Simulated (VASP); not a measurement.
A run of VASP 6.6.1 is set up as follows.

The input POSCAR:

```
C
1.0
    5.6283333766      0.0000000000      0.0000000000
   -2.8141666883      4.8742796850      0.0000000000
    0.0000000000      0.0000000000      1.2783305284
C
3
Direct
    0.0000000000      0.0000000000      0.0000000000
    0.3333333333      0.6666666667      0.5000000000
    0.6666666667      0.3333333333      0.5000000000
```

INCAR.step1

```
SYSTEM = C
PREC     = Accurate       ! precision mode
ENCUT    = 520            ! plane-wave cutoff, eV
ISMEAR   = 0              ! smearing method
SIGMA    = 0.1            ! smearing width, eV
LREAL    = .FALSE.        ! projectors in reciprocal space
LASPH    = .TRUE.         ! aspherical terms in the spheres
NELM     = 60             ! most SCF steps
NBANDS   = 13             ! bands
GGA      = PE             ! functional
ALGO     = Normal         ! electronic algorithm
EDIFF    = 1E-4           ! SCF threshold, eV
LWAVE    = .TRUE.         ! write WAVECAR
LCHARG   = .FALSE.        ! write CHGCAR
```

File INCAR.step2:

```
SYSTEM = C
PREC     = Accurate       ! precision mode
ENCUT    = 520            ! plane-wave cutoff, eV
EDIFF    = 1E-7           ! SCF threshold, eV
ISMEAR   = 0              ! smearing method
SIGMA    = 0.1            ! smearing width, eV
LREAL    = .FALSE.        ! projectors in reciprocal space
LASPH    = .TRUE.         ! aspherical terms in the spheres
NELM     = 60             ! most SCF steps
ALGO     = Normal         ! electronic algorithm
ISIF     = 2              ! what is computed and relaxed
LWAVE    = .FALSE.        ! write WAVECAR
LCHARG   = .FALSE.        ! write CHGCAR
METAGGA  = R2SCAN         ! meta-GGA
LMIXTAU  = .TRUE.       
NBANDS   = 13             ! bands
ISTART   = 1
```

The input KPOINTS:

```
regular mesh
0
G
  3 3 12
  0 0 0
```

Potentials or basis: VASP PAW PBE potentials, release 64 (C).

Launch:

```bash
$ cat potpaw_PBE.64/C/POTCAR > POTCAR
$ cp INCAR.step1 INCAR
$ mpirun -np 1 vasp_std > vasp.out
$ cp INCAR.step2 INCAR
$ mpirun -np 1 vasp_std > vasp.out
```

Question: Estimate the band gap on the k mesh.

Answer: Zero (band 6 reaches 10.99 eV, above the bottom of band 7 at -4.76 eV).

Question: Predict the pressure.

Answer: 0.1 GPa.

Stress tensor (GPa, compression positive):
```
-0.05  0.00  0.00
 0.00 -0.05  0.00
 0.00  0.00  0.26
```

Caveat: the k points lie up to 0.43 Å⁻¹ apart; the PAW data sets were made with another functional, which shifts forces and pressure a little.
